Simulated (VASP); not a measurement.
# GaP (F-43m) in VASP: a series of runs, part 2 of 2

VASP 6.6.1. The steps go on from the part before.

**4. Single point, LDA**

This run uses another cell than the first one, of 18.32 Å³/atom, 1.061 times its volume.

Contents of INCAR:

```
SYSTEM = GaP
ALGO = Normal
EDIFF = 1E-7
ENCUT = 520
ISIF = 2
ISMEAR = 0
LASPH = .TRUE.
LCHARG = .TRUE.
LELF = .TRUE.
LREAL = .FALSE.
LVHAR = .TRUE.
LWAVE = .FALSE.
NBANDS = 16
NELM = 60
PREC = Accurate
SIGMA = 0.01
```

Contents of KPOINTS:

```
k-points
0
G
  8 8 8
  0 0 0
```

Contents of POSCAR:

```
GaP
1.0
    2.6361962606      2.6361962606      0.0000000000
   -2.6361962606      2.6361962606      0.0000000000
    0.0000000000      2.6361962606      2.6361962606
Ga P
1 1
Direct
    0.0000000000      0.0000000000      0.0000000000
    0.7500000000      0.2500000000      0.5000000000
```

Potentials or basis: VASP PAW LDA potentials, release 64 (Ga_d, P).

Run with:

```console
> cat potpaw_LDA.64/Ga_d/POTCAR potpaw_LDA.64/P/POTCAR > POTCAR
> mpirun -np 1 vasp_std > vasp.out
```

OUTCAR:

```text
SYSTEM = GaP
   EDIFF = 1E-7
   ENCUT = 520
   ISIF = 2
   ISMEAR = 0
   LASPH = .TRUE.
   LREAL = .FALSE.
   NELM = 60
   PREC = Accurate

 ion  position               nearest neighbor table
   1  0.000  0.000  0.000-   2 2.28   2 2.28   2 2.28   2 2.28
   2  0.750  0.250  0.500-   1 2.28   1 2.28   1 2.28   1 2.28

  LATTYP: Found a face centered cubic cell.
 ALAT       =     5.2723925212

  Lattice vectors:

 A1 = (   0.0000000000,   2.6361962606,   2.6361962606)
 A2 = (   2.6361962606,   0.0000000000,   2.6361962606)
 A3 = (   2.6361962606,   2.6361962606,   0.0000000000)

Analysis of symmetry for initial positions (statically):
=====================================================================
 Subroutine PRICEL returns:
 Original cell was already a primitive cell.

 Routine SETGRP: Setting up the symmetry group for a
 face centered cubic supercell.

 Subroutine GETGRP returns: Found 24 space group operations
 (whereof 24 operations were pure point group operations)
 out of a pool of 48 trial point group operations.

The static configuration has the point symmetry T_d .

Analysis of symmetry for dynamics (positions and initial velocities):
=====================================================================
 Subroutine PRICEL returns:
 Original cell was already a primitive cell.

 Routine SETGRP: Setting up the symmetry group for a
 face centered cubic supercell.

 Subroutine GETGRP returns: Found 24 space group operations
 (whereof 24 operations were pure point group operations)
 out of a pool of 48 trial point group operations.

The dynamic configuration has the point symmetry T_d .

 Subroutine INISYM returns: Found 24 space group operations
 (whereof 24 operations are pure point group operations),
 and found     1 'primitive' translations

----------------------------------------------------------------------------------------

                                     Primitive cell

  volume of cell :      36.6407

  direct lattice vectors                    reciprocal lattice vectors
     2.636196261  2.636196261  0.000000000     0.189667214  0.189667214 -0.189667214
    -2.636196261  2.636196261  0.000000000    -0.189667214  0.189667214 -0.189667214
     0.000000000  2.636196261  2.636196261     0.000000000  0.000000000  0.379334428

  length of vectors
     3.728144505  3.728144505  3.728144505     0.328513251  0.328513251  0.379334428

  position of ions in fractional coordinates (direct lattice)
     0.000000000  0.000000000  0.000000000
     0.750000000  0.250000000  0.500000000

  ion indices of the primitive-cell ions
   primitive index   ion index
                 1           1
                 2           2

----------------------------------------------------------------------------------------

 KPOINTS: k-points

Automatic generation of k-mesh.
 Grid dimensions read from file:
 generate k-points for:    8    8    8

 Generating k-lattice:

  Cartesian coordinates                     Fractional coordinates (reciprocal lattice)
     0.023708402  0.023708402 -0.023708402     0.125000000  0.000000000  0.000000000
    -0.023708402  0.023708402 -0.023708402     0.000000000  0.125000000  0.000000000
     0.000000000  0.000000000  0.047416803     0.000000000  0.000000000  0.125000000

  Length of vectors
     0.041064156  0.041064156  0.047416803

  Shift w.r.t. Gamma in fractional coordinates (k-lattice)
     0.000000000  0.000000000  0.000000000

 Subroutine IBZKPT returns following result:
 ===========================================

 Found     29 irreducible k-points:

 Following reciprocal coordinates:
            Coordinates               Weight
  0.000000  0.000000  0.000000      1.000000
  0.125000  0.000000  0.000000      8.000000
  0.250000  0.000000  0.000000      8.000000
  0.375000  0.000000  0.000000      8.000000
  0.500000  0.000000  0.000000      4.000000
  0.125000  0.125000  0.000000     12.000000
[... 16 lines left out ...]
  0.375000  0.250000  0.125000     48.000000
  0.500000  0.250000  0.125000     24.000000
 [... further k-points ...]
   k-points           NKPTS =     29   k-points in BZ     NKDIM =     29   number of bands    NBANDS=     16
   number of dos      NEDOS =    301   number of ions     NIONS =      2
   total plane-waves  NPLWV =  21952
   dimension x,y,z NGX =    28 NGY =   28 NGZ =   28
   dimension x,y,z NGXF=    56 NGYF=   56 NGZF=   56
   ions per type =               1   1
   NGX,Y,Z   is equivalent  to a cutoff of  12.49, 12.49, 12.49 a.u.
   NGXF,Y,Z  is equivalent  to a cutoff of  24.97, 24.97, 24.97 a.u.
 SYSTEM =  GaP
   PREC   = accura    normal or accurate (medium, high low for compatibility)
   ISTART =      0    job   : 0-new  1-cont  2-samecut
   ICHARG =      2    charge: 1-file 2-atom 10-const
   ISPIN  =      1    spin polarized calculation?
   LNONCOLLINEAR =      F non collinear calculations
   LSORBIT =      F    spin-orbit coupling
   LASPH  =      T    aspherical Exc in radial PAW
   ENCUT  =  520.0 eV  38.22 Ry    6.18 a.u.   6.93  6.93  6.93*2*pi/ulx,y,z
   NELM   =     60;   NELMIN=  2; NELMDL= -5     # of ELM steps
   EDIFF  = 0.1E-06   stopping-criterion for ELM
   LREAL  =      F    real-space projection
   EDIFFG = 0.1E-05   stopping-criterion for IOM
   NSW    =      0    number of steps for IOM
   IBRION =     -1    ionic relax: 0-MD 1-quasi-New 2-CG
   NFREE  =      0    steps in history (QN), initial steepest desc. (CG)
   ISIF   =      2    stress and relaxation
   ISYM   =      2    0-nonsym 1-usesym 2-fastsym
   POTIM  = 0.5000    time-step for ionic-motion
   TEBEG  =    0.0;   TEEND  =   0.0 temperature during run
   PSTRESS=    0.0 pullay stress
   NELECT =      18.0000    total number of electrons
   NUPDOWN=      -1.0000    fix difference up-down
   EMIN   =  10.00;   EMAX   =-10.00  energy-range for DOS
   EFERMI =   0.00;   METHOD = LEGACY
   ISMEAR =     0;   SIGMA  =   0.01  broadening in eV -4-tet -1-fermi 0-gaus
   EFERMI_NEDOS =   21; number of points for ismear=-14 and -15
   IALGO  =     38    algorithm
   IMIX   =      4    mixing-type and parameters
     AMIX     =   0.40;   BMIX     =  1.00
     AMIX_MAG =   1.60;   BMIX_MAG =  1.00
  volume/ion in A,a.u.               =      18.32       123.63
  Fermi-wavevector in a.u.,A,eV,Ry     =   1.291748  2.441050 22.702870  1.668614
  Thomas-Fermi vector in A             =   2.423499
   LORBIT       =      0    0 simple, 1 ext, 2 COOP (PROOUT), +10 PAW based schemes
   GGA     = CA    functional components
   LHFCALC =     F    Hartree Fock is set to
   AEXX    =    0.0000 exact exchange contribution
   IVDW    =     0    specifies the selected vdW correction
   LEPSILON=     F    determine dielectric tensor
   LRPA    =     F    only Hartree local field effects (RPA)
 non-spin polarized calculation
 Gauss-broadening in eV      SIGMA  =   0.01
  energy-cutoff  :      520.00
  volume of cell :       36.64
 maximum number of plane-waves:       998
   NGX = 13   NGY = 13   NGZ = 13

 number of electron      17.9999997 magnetization

 Free energy of the ion-electron system (eV)
  ---------------------------------------------------
  ext. energy  EPLUGINS =         0.00000000
  ---------------------------------------------------
  free energy    TOTEN  =       -10.39638766 eV

  energy without entropy =      -10.39638766  energy(sigma->0) =      -10.39638766

 E-fermi :   5.6385     XC(G=0): -10.6154

 val. band max:        5.5901174034   @ k =   0.0000   0.0000   0.0000
 cond. band min:       6.8711743457   @ k =   0.5000   0.5000   0.0000
 fundamental gap:      1.2810569423
 Fermi energy:         5.6385186191

 k-point     1 :       0.0000    0.0000    0.0000
  band No.  band energies     occupation
      1      -9.3283      2.00000
      2      -9.3283      2.00000
      3      -9.3283      2.00000
      4      -9.1963      2.00000
      5      -9.1963      2.00000
      6      -7.7151      2.00000
[... 8 lines left out ...]
     15      15.5232      0.00000
     16      15.5232      0.00000
[... 419 lines left out ...]
 k-point    24 :       0.5000    0.2500    0.1250
  band No.  band energies     occupation
      1      -9.4454      2.00000
      2      -9.2876      2.00000
      3      -9.2703      2.00000
      4      -9.2046      2.00000
      5      -9.1865      2.00000
      6      -4.8145      2.00000
[... 8 lines left out ...]
     15      17.8109      0.00000
     16      18.5808      0.00000

 [... further k-points ...]

------------------------ aborting loop because EDIFF is reached ----------------------------------------

  FORCE on cell =-STRESS in cart. coord.  units (eV):
  Direction    XX          YY          ZZ          XY          YZ          ZX
  --------------------------------------------------------------------------------------
  -------------------------------------------------------------------------------------
  Total        1.6306733      1.6306733      1.6306733      0.0000000     -0.0000000      0.0000000
  in kB       71.3040712     71.3040712     71.3040712      0.0000000     -0.0000000      0.0000000
  external PRESSURE =      71.3040712 kB  Pullay stress =       0.0000000 kB

 VOLUME and BASIS-vectors are now :
 -----------------------------------------------------------------------------
  energy-cutoff  :      520.00
  volume of cell :       36.64
      direct lattice vectors                 reciprocal lattice vectors
     2.636196261  2.636196261  0.000000000     0.189667214  0.189667214 -0.189667214
    -2.636196261  2.636196261  0.000000000    -0.189667214  0.189667214 -0.189667214
     0.000000000  2.636196261  2.636196261     0.000000000  0.000000000  0.379334428

 POSITION                                       TOTAL-FORCE (eV/Angst)
 -----------------------------------------------------------------------------------
      0.00000      0.00000      0.00000         0.000000     -0.000000      0.000000
      1.31810      3.95429      1.31810        -0.000000      0.000000      0.000000
 -----------------------------------------------------------------------------------
    total drift:                               -0.000001      0.000000     -0.000000

  FREE ENERGIE OF THE ION-ELECTRON SYSTEM (eV)
  ---------------------------------------------------
  free  energy   TOTEN  =       -10.3963876594 eV

  energy  without entropy=      -10.3963876594  energy(sigma->0) =      -10.39638766
```

OSZICAR:

```text
N       E                     dE             d eps       ncg     rms          rms(c)
DAV:   1     0.807464929866E+02    0.80746E+02   -0.90169E+03   960   0.170E+03
DAV:   2    -0.450790664999E+01   -0.85254E+02   -0.80510E+02  1080   0.315E+02
DAV:   3    -0.106619080057E+02   -0.61540E+01   -0.61325E+01  1152   0.656E+01
DAV:   4    -0.107635091605E+02   -0.10160E+00   -0.10154E+00  1160   0.900E+00
DAV:   5    -0.107652507703E+02   -0.17416E-02   -0.17414E-02  1176   0.105E+00    0.487E+00
DAV:   6    -0.104601564140E+02    0.30509E+00   -0.37939E-01  1416   0.116E+01    0.318E+00
DAV:   7    -0.104009542413E+02    0.59202E-01   -0.10631E-01  1280   0.241E+00    0.115E+00
DAV:   8    -0.103964565001E+02    0.44977E-02   -0.13056E-02  1128   0.130E+00    0.271E-01
DAV:   9    -0.103963925448E+02    0.63955E-04   -0.11087E-03  1368   0.408E-01    0.623E-02
DAV:  10    -0.103963822857E+02    0.10259E-04   -0.61129E-05  1432   0.108E-01    0.241E-02
DAV:  11    -0.103963879930E+02   -0.57074E-05   -0.11262E-05  1184   0.468E-02    0.998E-03
DAV:  12    -0.103963877001E+02    0.29288E-06   -0.58087E-07  1208   0.879E-03    0.659E-03
DAV:  13    -0.103963876594E+02    0.40728E-07   -0.24844E-07  1104   0.502E-03
   1 F= -.10396388E+02 E0= -.10396388E+02  d E =-.221356E-14
```

stdout:

```text
POSCAR found type information on POSCAR GaP
 POSCAR found :  2 types and       2 ions
 scaLAPACK will be used
 LDA part: xc-table for (Slater(with rela. corr.)+CA(PZ))
 , standard interpolation
 POSCAR, INCAR and KPOINTS ok, starting setup
 FFT: planning ... GRIDC
 FFT: planning ... GRID_SOFT
 FFT: planning ... GRID
 WAVECAR not read
 entering main loop
```

Wall time 16 s (1 thread of Intel Xeon Platinum 8259CL at 2.50GHz (Skylake/Cascade Lake), shared host); peak memory 0.14 GiB.

What came out:

| Quantity | Value |
| --- | --- |
| Free energy | -10.3964 eV |
| Pressure | 7.1 GPa |
| Band gap on the k mesh | 1.28 eV, indirect (least direct gap 2.48 eV) |

A k mesh can miss the band edges.
